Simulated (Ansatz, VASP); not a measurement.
# Two plane-wave programs on CdS

```
Cd S
1.0
     0.00000    2.91650    2.91650
     2.91650    0.00000    2.91650
     2.91650    2.91650    0.00000
Cd S
1 1
Direct
  0.00000 0.00000 0.00000
  0.25000 0.25000 0.25000
```

Alike in both runs: task single point; functional PBE; k mesh 8 × 8 × 8; occupations gaussian, width 0.02 eV; no spin polarisation.

|  | VASP | Ansatz |
| --- | --- | --- |
| version | VASP 6.6.1 | Ansatz 0.2.0 |
| potentials or method | VASP PAW PBE potentials, release 64 (Cd, S), cutoff 500 eV | scalar-relativistic, plane waves, PAW |
| valence electrons in the cell | 18 | 26 |

Ansatz gave:

```
gap on the k mesh at the Fermi level (eV) : 1.15
least direct gap on the mesh (eV)         : 1.15
pressure (GPa)                            : 2.8
```

Task: Which values does VASP return?

Result: gap on the k mesh at the Fermi level (eV): 1.15; least direct gap on the mesh (eV): 1.15; pressure (GPa): 3.2.

The functional is the same, so the differences come from potentials, cutoffs and numerics. VASP's potentials hold 18 valence electrons a cell and Ansatz's 26, so a difference there can come from the potentials and not from the codes.
